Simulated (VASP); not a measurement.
# Hf3Si2O (P-6m2) in VASP: a series of runs

Runs on Hf3Si2O. Level: PBE. Tasks: single point, relaxation of cell and atoms.

All numbers are computed with VASP 6.6.1; they aren't measurements. Logs are shortened: lines on timing, memory, paths and dates and some standing lists are left out, and cuts for length are marked.

**1. The cell of the first run**

It takes space group P-6m2 (No. 187, hexagonal). Conventional cell: a = 4.510 Å, b = 4.510 Å, c = 5.669 Å, α = 90.00°, β = 90.00°, γ = 120.00°. Hf (site symmetry -6m2) has 3 Hf at 2.60 Å and 2 O at 2.83 Å and 6 Si at 2.89 Å within 3.4 Å. Within 3.4 Å of Hf (site symmetry -6m2) lie 3 O at 2.60 Å and 2 Hf at 2.83 Å and 6 Si at 3.04 Å. Hf (site symmetry -6m2) has 5 Hf at 2.60 to 2.83 Å and 6 Si at 2.89 Å within 3.4 Å. Within 3.3 Å of Si (site symmetry 3m) lie 2 Si at 2.53 to 3.14 Å and 9 Hf at 2.89 to 3.04 Å and 3 O at 3.04 Å. O (site symmetry -6m2) has 5 Hf at 2.60 to 2.83 Å and 6 Si at 3.04 Å within 3.4 Å.

The cell was generated, and may not be a known phase.

**2. Single point, PBE**

Contents of INCAR:

```
PREC     = Accurate       # precision mode
ENCUT    = 520            # plane-wave cutoff, eV
EDIFF    = 1E-6           # SCF threshold, eV
ISMEAR   = 0              # smearing method
SIGMA    = 0.1            # smearing width, eV
LREAL    = F              # projectors in reciprocal space
LASPH    = T              # aspherical terms in the spheres
NELM     = 60             # most SCF steps
ALGO     = Normal         # electronic algorithm
ISIF     = 2              # what is computed and relaxed
LWAVE    = F              # write WAVECAR
LCHARG   = T              # write CHGCAR
GGA      = PE             # functional
LELF     = T              # ELF
LVHAR    = T            
NBANDS   = 31             # bands
```

Contents of KPOINTS:

```
regular mesh
0
Gamma
  6 6 4
```

Contents of POSCAR:

```
Hf3Si2O
1.0
    4.5097587591      0.0000000000      0.0000000000
   -2.2548793796      3.9055656503      0.0000000000
    0.0000000000      0.0000000000      5.6685987429
Hf Si O
3 2 1
Direct
    0.6666666667      0.3333333333      0.5000000000
    0.0000000000      0.0000000000      0.0000000000
    0.0000000000      0.0000000000      0.5000000000
    0.3333333333      0.6666666667      0.2770720955
    0.3333333333      0.6666666667      0.7229279045
    0.6666666667      0.3333333333      0.0000000000
```

Potentials or basis: VASP PAW PBE potentials, release 64 (Hf_pv, Si, O).

Run with:

```console
> cat potpaw_PBE.64/Hf_pv/POTCAR potpaw_PBE.64/Si/POTCAR potpaw_PBE.64/O/POTCAR > POTCAR
> mpirun -np 1 vasp_std > vasp.out
```

OUTCAR:

```text
PREC = Accurate
   ENCUT = 520
   EDIFF = 1E-6
   ISMEAR = 0
   LREAL = F
   LASPH = T
   NELM = 60
   ISIF = 2
   GGA = PE

 ion  position               nearest neighbor table
   1  0.667  0.333  0.500-   3 2.60   3 2.60   3 2.60   6 2.83   6 2.83   5 2.89   4 2.89   5 2.89
                             4 2.89   5 2.89   4 2.89   2 3.85   2 3.85   2 3.85   2 3.85   2 3.85
   2  0.000  0.000  0.000-   6 2.60   6 2.60   6 2.60   3 2.83   3 2.83   5 3.04   4 3.04   4 3.04
                             5 3.04   4 3.04   5 3.04   1 3.85   1 3.85   1 3.85   1 3.85   1 3.85
   3  0.000  0.000  0.500-   1 2.60   1 2.60   1 2.60   2 2.83   2 2.83   4 2.89   5 2.89   4 2.89
                             5 2.89   4 2.89   5 2.89
   4  0.333  0.667  0.277-   5 2.53   1 2.89   1 2.89   3 2.89   3 2.89   3 2.89   1 2.89   2 3.04
                             2 3.04   2 3.04   5 3.14
   5  0.333  0.667  0.723-   4 2.53   1 2.89   1 2.89   3 2.89   3 2.89   3 2.89   1 2.89   2 3.04
                             2 3.04   2 3.04   4 3.14
   6  0.667  0.333  0.000-   2 2.60   2 2.60   2 2.60   1 2.83   1 2.83

  LATTYP: Found a hexagonal cell.
 ALAT       =     4.5097587591
 C/A-ratio  =     1.2569627436

  Lattice vectors:

 A1 = (   4.5097587591,   0.0000000000,   0.0000000000)
 A2 = (  -2.2548793796,   3.9055656503,   0.0000000000)
 A3 = (   0.0000000000,   0.0000000000,   5.6685987429)

Analysis of symmetry for initial positions (statically):
=====================================================================
 Subroutine PRICEL returns:
 Original cell was already a primitive cell.

 Routine SETGRP: Setting up the symmetry group for a
 hexagonal supercell.

 Subroutine GETGRP returns: Found 12 space group operations
 (whereof 12 operations were pure point group operations)
 out of a pool of 24 trial point group operations.

The static configuration has the point symmetry D_3h.

Analysis of symmetry for dynamics (positions and initial velocities):
=====================================================================
 Subroutine PRICEL returns:
 Original cell was already a primitive cell.

 Routine SETGRP: Setting up the symmetry group for a
 hexagonal supercell.

 Subroutine GETGRP returns: Found 12 space group operations
 (whereof 12 operations were pure point group operations)
 out of a pool of 24 trial point group operations.

The dynamic configuration has the point symmetry D_3h.

 Subroutine INISYM returns: Found 12 space group operations
 (whereof 12 operations are pure point group operations),
 and found     1 'primitive' translations

----------------------------------------------------------------------------------------

                                     Primitive cell

  volume of cell :      99.8419

  direct lattice vectors                    reciprocal lattice vectors
     4.509758759  0.000000000  0.000000000     0.221741351  0.128022429  0.000000000
    -2.254879380  3.905565650  0.000000000     0.000000000  0.256044857  0.000000000
     0.000000000  0.000000000  5.668598743     0.000000000  0.000000000  0.176410440

  length of vectors
     4.509758759  4.509758759  5.668598743     0.256044857  0.256044857  0.176410440

  position of ions in fractional coordinates (direct lattice)
     0.666666667  0.333333333  0.500000000
     0.000000000  0.000000000  0.000000000
     0.000000000  0.000000000  0.500000000
     0.333333333  0.666666667  0.277072096
     0.333333333  0.666666667  0.722927904
     0.666666667  0.333333333  0.000000000

  ion indices of the primitive-cell ions
   primitive index   ion index
                 1           1
                 2           2
                 3           3
                 4           4
                 5           5
                 6           6

----------------------------------------------------------------------------------------

 KPOINTS: regular mesh

Automatic generation of k-mesh.
 Grid dimensions read from file:
 generate k-points for:    6    6    4

 Generating k-lattice:

  Cartesian coordinates                     Fractional coordinates (reciprocal lattice)
     0.036956892  0.021337071  0.000000000     0.166666667 -0.000000000  0.000000000
     0.000000000  0.042674143  0.000000000     0.000000000  0.166666667  0.000000000
     0.000000000  0.000000000  0.044102610     0.000000000  0.000000000  0.250000000

  Length of vectors
     0.042674143  0.042674143  0.044102610

  Shift w.r.t. Gamma in fractional coordinates (k-lattice)
     0.000000000  0.000000000  0.000000000

 Subroutine IBZKPT returns following result:
 ===========================================

 Found     21 irreducible k-points:

 Following reciprocal coordinates:
            Coordinates               Weight
  0.000000  0.000000  0.000000      1.000000
  0.166667  0.000000  0.000000      6.000000
  0.333333  0.000000  0.000000      6.000000
  0.500000  0.000000  0.000000      3.000000
  0.166667  0.166667  0.000000      6.000000
  0.333333  0.166667  0.000000     12.000000
[... 13 lines left out ...]
  0.333333  0.166667  0.500000     12.000000
  0.333333  0.333333  0.500000      2.000000
   k-points           NKPTS =     21   k-points in BZ     NKDIM =     21   number of bands    NBANDS=     31
   number of dos      NEDOS =    301   number of ions     NIONS =      6
   total plane-waves  NPLWV =  54432
   dimension x,y,z NGX =    36 NGY =   36 NGZ =   42
   dimension x,y,z NGXF=    72 NGYF=   72 NGZF=   84
   ions per type =               3   2   1
   NGX,Y,Z   is equivalent  to a cutoff of  13.27, 13.27, 12.32 a.u.
   NGXF,Y,Z  is equivalent  to a cutoff of  26.54, 26.54, 24.64 a.u.
 SYSTEM =  unknown system
   PREC   = accura    normal or accurate (medium, high low for compatibility)
   ISTART =      0    job   : 0-new  1-cont  2-samecut
   ICHARG =      2    charge: 1-file 2-atom 10-const
   ISPIN  =      1    spin polarized calculation?
   LNONCOLLINEAR =      F non collinear calculations
   LSORBIT =      F    spin-orbit coupling
   LASPH  =      T    aspherical Exc in radial PAW
   ENCUT  =  520.0 eV  38.22 Ry    6.18 a.u.   8.39  8.39 10.54*2*pi/ulx,y,z
   NELM   =     60;   NELMIN=  2; NELMDL= -5     # of ELM steps
   EDIFF  = 0.1E-05   stopping-criterion for ELM
   LREAL  =      F    real-space projection
   EDIFFG = 0.1E-04   stopping-criterion for IOM
   NSW    =      0    number of steps for IOM
   IBRION =     -1    ionic relax: 0-MD 1-quasi-New 2-CG
   NFREE  =      0    steps in history (QN), initial steepest desc. (CG)
   ISIF   =      2    stress and relaxation
   ISYM   =      2    0-nonsym 1-usesym 2-fastsym
   POTIM  = 0.5000    time-step for ionic-motion
   TEBEG  =    0.0;   TEEND  =   0.0 temperature during run
   PSTRESS=    0.0 pullay stress
   NELECT =      44.0000    total number of electrons
   NUPDOWN=      -1.0000    fix difference up-down
   EMIN   =  10.00;   EMAX   =-10.00  energy-range for DOS
   EFERMI =   0.00;   METHOD = LEGACY
   ISMEAR =     0;   SIGMA  =   0.10  broadening in eV -4-tet -1-fermi 0-gaus
   EFERMI_NEDOS =   21; number of points for ismear=-14 and -15
   IALGO  =     38    algorithm
   IMIX   =      4    mixing-type and parameters
     AMIX     =   0.40;   BMIX     =  1.00
     AMIX_MAG =   1.60;   BMIX_MAG =  1.00
  volume/ion in A,a.u.               =      16.64       112.29
  Fermi-wavevector in a.u.,A,eV,Ry     =   1.245818  2.354255 21.117105  1.552063
  Thomas-Fermi vector in A             =   2.380024
   LORBIT       =      0    0 simple, 1 ext, 2 COOP (PROOUT), +10 PAW based schemes
   GGA     = PE    functional components
   LHFCALC =     F    Hartree Fock is set to
   AEXX    =    0.0000 exact exchange contribution
   IVDW    =     0    specifies the selected vdW correction
   LEPSILON=     F    determine dielectric tensor
   LRPA    =     F    only Hartree local field effects (RPA)
 non-spin polarized calculation
 Gauss-broadening in eV      SIGMA  =   0.10
  energy-cutoff  :      520.00
  volume of cell :       99.84
 maximum number of plane-waves:      2715
 NGX is ok and might be reduce to    36
   NGX = 17   NGY = 17   NGZ = 21

 number of electron      44.0000000 magnetization

 Free energy of the ion-electron system (eV)
  ---------------------------------------------------
  ext. energy  EPLUGINS =         0.00000000
  ---------------------------------------------------
  free energy    TOTEN  =       -47.05194259 eV

  energy without entropy =      -47.03578766  energy(sigma->0) =      -47.04386512

 E-fermi :   6.4760     XC(G=0): -11.3908

 val. band max:        6.4523105012   @ k =   0.1667   0.0000   0.5000
 cond. band min:       6.4828280909   @ k =   0.3333   0.3333   0.2500
 fundamental gap:      0.0305175897
 Fermi energy:         6.4760311833

 k-point     1 :       0.0000    0.0000    0.0000
  band No.  band energies     occupation
      1     -25.1800      2.00000
      2     -25.1508      2.00000
      3     -25.1508      2.00000
      4     -24.8509      2.00000
      5     -24.8509      2.00000
      6     -24.3902      2.00000
[... 23 lines left out ...]
     30      10.6405      0.00000
     31      10.6405      0.00000

 k-point     2 :       0.1667    0.0000    0.0000
  band No.  band energies     occupation
      1     -25.1765      2.00000
      2     -25.1541      2.00000
      3     -25.1531      2.00000
      4     -24.8824      2.00000
      5     -24.7971      2.00000
      6     -24.3863      2.00000
[... 23 lines left out ...]
     30      10.4551      0.00000
     31      10.6224      0.00000

 k-point     3 :       0.3333    0.0000    0.0000
  band No.  band energies     occupation
      1     -25.1694      2.00000
      2     -25.1616      2.00000
      3     -25.1586      2.00000
      4     -24.9403      2.00000
      5     -24.6747      2.00000
      6     -24.3782      2.00000
[... 601 lines left out ...]
     30       9.9380      0.00000
     31      10.2832      0.00000

 k-point    21 :       0.3333    0.3333    0.5000
  band No.  band energies     occupation
      1     -25.1592      2.00000
      2     -25.1536      2.00000
      3     -25.0550      2.00000
      4     -25.0117      2.00000
      5     -24.4371      2.00000
      6     -24.3714      2.00000
[... 23 lines left out ...]
     30      10.0238      0.00000
     31      10.0747      0.00000

------------------------ aborting loop because EDIFF is reached ----------------------------------------

  FORCE on cell =-STRESS in cart. coord.  units (eV):
  Direction    XX          YY          ZZ          XY          YZ          ZX
  --------------------------------------------------------------------------------------
  -------------------------------------------------------------------------------------
  Total       -0.3261108     -0.3261108     -0.3213408      0.0000000      0.0000000      0.0000000
  in kB       -5.2331453     -5.2331453     -5.1566006      0.0000000      0.0000000      0.0000000
  external PRESSURE =      -5.2076304 kB  Pullay stress =       0.0000000 kB

 VOLUME and BASIS-vectors are now :
 -----------------------------------------------------------------------------
  energy-cutoff  :      520.00
  volume of cell :       99.84
      direct lattice vectors                 reciprocal lattice vectors
     4.509758759  0.000000000  0.000000000     0.221741351  0.128022429  0.000000000
    -2.254879380  3.905565650  0.000000000     0.000000000  0.256044857  0.000000000
     0.000000000  0.000000000  5.668598743     0.000000000  0.000000000  0.176410440

 POSITION                                       TOTAL-FORCE (eV/Angst)
 -----------------------------------------------------------------------------------
      2.25488      1.30186      2.83430         0.000000     -0.000000      0.000000
      0.00000      0.00000      0.00000         0.000000     -0.000000      0.000000
      0.00000      0.00000      2.83430         0.000000     -0.000000      0.000000
     -0.00000      2.60371      1.57061         0.000000     -0.000000      0.000391
     -0.00000      2.60371      4.09799         0.000000     -0.000000     -0.000391
      2.25488      1.30186      0.00000        -0.000000      0.000000      0.000000
 -----------------------------------------------------------------------------------
    total drift:                               -0.000000      0.000000      0.000000

  FREE ENERGIE OF THE ION-ELECTRON SYSTEM (eV)
  ---------------------------------------------------
  free  energy   TOTEN  =       -47.0519425882 eV

  energy  without entropy=      -47.0357876551  energy(sigma->0) =      -47.04386512
```

Wall time 97 s (1 thread of Intel Xeon 8259CL, shared host); peak memory 0.25 GiB.

Results:

| Item | Value |
| --- | --- |
| Free energy | -47.0519 eV |
| Pressure | -0.5 GPa |
| Band gap on the k mesh | zero (bands 22 and 23 overlap by 0.92 eV) |

Levels at points of the mesh, in eV from the Fermi level:
```csv
k point,band 20,band 21,band 22,band 23,band 24,band 25
"(0.00, 0.00, 0.00)",-2.05,-2.05,-0.53,-0.53,1.62,1.62
"(0.50, 0.00, 0.00)",-2.11,-0.97,-0.67,0.52,1.07,2.00
"(0.00, 0.00, 0.50)",-0.55,-0.33,0.01,0.01,0.31,0.31
"(0.50, 0.00, 0.50)",-1.75,-0.82,-0.49,-0.46,0.83,1.40
```

Caveat: spin-orbit coupling is left out, which moves the levels of the heavy elements.

**3. Relaxation of cell and atoms, PBE**

This run uses another cell than the first one, of 21.05 Å³/atom.

Contents of INCAR:

```
SYSTEM = Hf3Si2O
ALGO = Normal
EDIFF = 1E-6
EDIFFG = -0.04
ENCUT = 600
GGA = PE
IBRION = 2
ISIF = 3
ISMEAR = 0
LASPH = .TRUE.
LCHARG = .FALSE.
LREAL = .FALSE.
LWAVE = .FALSE.
NELM = 100
NSW = 90
PREC = Accurate
SIGMA = 0.1
```

Contents of KPOINTS:

```
k-points
0
G
  6 6 2
  0 0 0
```

Contents of POSCAR:

```
Hf3Si2O
1.0
    4.0603336100      0.0000000000      0.0000000000
   -2.0301668100      3.5163520600      0.0000000000
    0.0000000000      0.0000000000      8.8452283600
Hf Si O
3 2 1
Direct
    0.6666666700      0.3333333300      0.5000000000
    0.0000000000      0.0000000000      0.0000000000
    0.0000000000      0.0000000000      0.5000000000
    0.3333333300      0.6666666700      0.2516720000
    0.3333333300      0.6666666700      0.7483280000
    0.6666666700      0.3333333300      0.0000000000
```

Potentials or basis: VASP PAW PBE potentials, release 64 (Hf_pv, Si, O).

Run with:

```console
> cat potpaw_PBE.64/Hf_pv/POTCAR potpaw_PBE.64/Si/POTCAR potpaw_PBE.64/O/POTCAR > POTCAR
> mpirun -np 1 vasp_std > vasp.out
```

Wall time 16 min (1 thread of Intel Xeon 8259CL, shared host); peak memory 0.31 GiB.

It converged, with:

```yaml
Free_energy: -47.0591 eV
Relaxed_volume: 16.55 Å³/atom
Relaxed_cell: a = 4.450 Å, b = 4.450 Å, c = 5.792 Å, α = 90.00°, β = 90.00°, γ = 120.00°
Space_group_after_relaxing_to_0.1_Å: P-6m2 (No. 187)
Energy_gained_by_relaxing: 819.0 meV/atom
Ionic_steps: 17
Pressure_after_relaxing: -0.2 GPa
Largest_force_after_relaxing: 0.011 eV/Å
Band_gap_on_the_k_mesh: zero (bands 22 and 23 overlap by 0.98 eV)
```

Forces on the atoms (eV/Å):
```
Hf   0.000  0.000  0.000
Hf   0.000  0.000  0.000
Hf   0.000  0.000  0.000
Si   0.000  0.000 -0.011
Si   0.000  0.000  0.011
O    0.000  0.000  0.000
```

Step by step:
| step | energy change (eV) | largest force (eV/Å) | pressure (GPa) | volume (Å³) |
| --- | --- | --- | --- | --- |
| 1 | 0.0000 | 1.9737 | -6.60 | 126.29 |
| 2 | -2.5899 | 1.3730 | -1.40 | 110.14 |
| 3 | -3.4240 | 0.8015 | 4.62 | 101.66 |
| 4 | -3.5018 | 1.1897 | 31.39 | 84.23 |
| 5 | -3.7943 | 0.3863 | 12.58 | 94.38 |
| 6 | -3.8501 | 0.4120 | 22.54 | 88.16 |
| 7 | -4.4493 | 1.4390 | 15.25 | 90.31 |
| 8 | -4.4502 | 1.4211 | 15.28 | 90.29 |
| 9 | -4.8613 | 0.4475 | 4.55 | 96.17 |
| 10 | -4.9104 | 0.0537 | -0.46 | 99.76 |
| 11 | -4.9111 | 0.0870 | 0.02 | 99.39 |
| 12 | -4.9110 | 0.1045 | 0.25 | 99.20 |
| 13 | -4.9119 | 0.1012 | 0.21 | 99.20 |
| 14 | -4.9131 | 0.0925 | 0.07 | 99.19 |
| 15 | -4.9131 | 0.0912 | 0.05 | 99.19 |
| 16 | -4.9136 | 0.0588 | -0.04 | 99.24 |
| 17 | -4.9139 | 0.0108 | -0.18 | 99.31 |

Final structure:
```
Hf Si O
1.0
     4.44979    0.00000    0.00000
    -2.22490    3.85363    0.00000
     0.00000    0.00000    5.79152
Hf Si O
3 2 1
Direct
  0.66667 0.33333 0.50000
  0.00000 0.00000 0.00000
  0.00000 0.00000 0.50000
  0.33333 0.66667 0.27631
  0.33333 0.66667 0.72369
  0.66667 0.33333 0.00000
```

Levels at points of the mesh, in eV from the Fermi level:
| k point | band 19 | band 20 | band 21 | band 22 | band 23 | band 24 | band 25 | band 26 |
| --- | --- | --- | --- | --- | --- | --- | --- | --- |
| (0.00, 0.00, 0.00) | -2.01 | -1.99 | -1.99 | -0.56 | -0.56 | 1.74 | 1.74 | 2.13 |
| (0.50, 0.00, 0.00) | -2.24 | -2.03 | -0.91 | -0.68 | 0.56 | 1.06 | 2.01 | 2.36 |
| (0.00, 0.00, 0.50) | -1.14 | -0.65 | -0.46 | -0.06 | -0.06 | 0.40 | 0.40 | 1.62 |
| (0.50, 0.00, 0.50) | -1.95 | -1.75 | -0.82 | -0.48 | -0.46 | 0.68 | 1.51 | 1.87 |

Caveat: the volume moved by over 15 % at a fixed basis, so the end points are rough; spin-orbit coupling is left out, which moves the levels of the heavy elements.

The gap in the log of VASP goes by the Fermi energy; the results here count the filled bands.